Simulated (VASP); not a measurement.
The system is Ta2C.

```
Ta C
1.0
     3.12161    0.00000    0.00000
    -1.56081    2.70339    0.00000
     0.00000    0.00000    4.96161
Ta C
2 1
Direct
  0.33333 0.66667 0.25289
  0.66667 0.33333 0.74711
  0.00000 0.00000 0.00000
```

| Item | Value |
| --- | --- |
| Program | VASP 6.6.1 |
| Task | relaxation of cell and atoms |
| Functional | LDA |
| Potentials or basis | VASP PAW LDA potentials, release 64 (Ta_sv_GW, C) |
| Cutoff | 600 eV |
| k mesh | 15 × 15 × 8 |
| Occupations | gaussian, width 0.1 eV |
| Spin | no spin polarisation |

At the start: pressure -11.2 GPa; volume 13.96 Å³/atom.

Problem. Where does the relaxation end?

Solution. Over 10 steps the energy falls by 20.1 meV/atom and the volume is 13.40 Å³/atom (-4.0 %); space group P-3m1 (No. 164, to 0.1 Å) before and after.

The path:
```
step  energy change (eV)  largest force (eV/Å)  pressure (GPa)  volume (Å³)
   1              0.0000                0.2756          -11.24        41.87
   2              0.4277                1.8318           40.67        36.21
   3             -0.0592                0.1470           -0.65        40.33
   4             -0.0593                0.1659           -0.20        40.27
   5             -0.0593                0.1758            0.01        40.24
   6             -0.0602                0.0378            0.20        40.15
   7             -0.0603                0.0066            0.19        40.17
   8             -0.0603                0.0102            0.16        40.17
   9             -0.0603                0.0121           -0.29        40.23
  10             -0.0603                0.0036            0.01        40.19
```

Final structure:
```
CELL_PARAMETERS angstrom
3.07902 0.00000 0.00000
-1.53951 2.66651 0.00000
0.00000 0.00000 4.89517
ATOMIC_POSITIONS crystal
Ta 0.33333 0.66667 0.25337
Ta 0.66667 0.33333 0.74663
C 0.00000 0.00000 0.00000
```
